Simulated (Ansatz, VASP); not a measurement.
## W in VASP and in Ansatz

INCAR

```
SYSTEM = W
AGGAC = 1.0
AGGAX = 1.0
ALDAC = 0.0
ALDAX = 1.0
ALGO = Normal
EDIFF = 1E-7
EDIFFG = -0.01
ENCUT = 600
GGA = B5
IBRION = 2
ISIF = 3
ISMEAR = -1
LASPH = .TRUE.
LCHARG = .FALSE.
LREAL = .FALSE.
LWAVE = .FALSE.
NELM = 100
NSW = 80
PREC = Accurate
SIGMA = 0.1
```

The input KPOINTS:

```
k-points
0
G
  13 13 4
  0 0 0
```

POSCAR

```
W
1.0
    2.8194054199      0.0000000000      0.0000000000
   -1.4097027100      2.4416767172      0.0000000000
    0.0000000000      0.0000000000      9.2081781015
W
4
Direct
    0.0000000000      0.0000000000      0.0000000000
    0.0000000000      0.0000000000      0.5000000000
    0.3333333333      0.6666666667      0.2500000000
    0.6666666667      0.3333333333      0.7500000000
```

Input for Ansatz:

```yaml
crystal:
  lattice:
    - [2.8194054199, 0.0, 0.0]
    - [-1.40970271, 2.4416767172, 0.0]
    - [0.0, 0.0, 9.2081781015]
  atoms:
    - { symbol: W, position: [0.0, 0.0, 0.0] }
    - { symbol: W, position: [0.0, 0.0, 0.5] }
    - { symbol: W, position: [0.3333333333, 0.6666666667, 0.25] }
    - { symbol: W, position: [0.6666666667, 0.3333333333, 0.75] }
hamiltonian:
  xc: blyp
  pseudopotentials:
    kind: paw
    azcp:
      W: "pseudopotentials/W.paw.azcp"
basis:
  ecutwfc: 420
  fft_grid_basis: typed
kpoints:
  mp_grid: { grid: [13, 13, 4], shift: [0, 0, 0] }
magnetization:
  spin_polarized: false
scf:
  occupations: { method: fermi_dirac, width: 0.1 }
relax:
  max_steps: 60
  f_tol: 0.01
  cell: {}
output:
  write_density: true
  write_potential: true
  elf: true
  volumetric_format: npy
```

Alike in both runs: task relaxation of cell and atoms; functional BLYP; k mesh 13 × 13 × 4; occupations fermi-dirac, width 0.1 eV; no spin polarisation.

|  | VASP | Ansatz |
| --- | --- | --- |
| version | VASP 6.6.1 | Ansatz 0.2.0 |
| potentials or method | VASP PAW PBE potentials, release 64 (W_sv), cutoff 600 eV | plane waves (420 eV) with PAW, scalar-relativistic |
| valence electrons in the cell | 56 | 56 |

|  | VASP | Ansatz | Ansatz less VASP |
| --- | --- | --- | --- |
| relaxed volume (Å³/atom) | 17.18 | 17.09 | -0.094 |
| relaxed length of the cell vector where the two differ most in proportion (Å) | 2.818 | 2.812 | -0.0063 |

VASP's potentials were made for PBE, not for BLYP.

Spin-orbit coupling is off throughout.
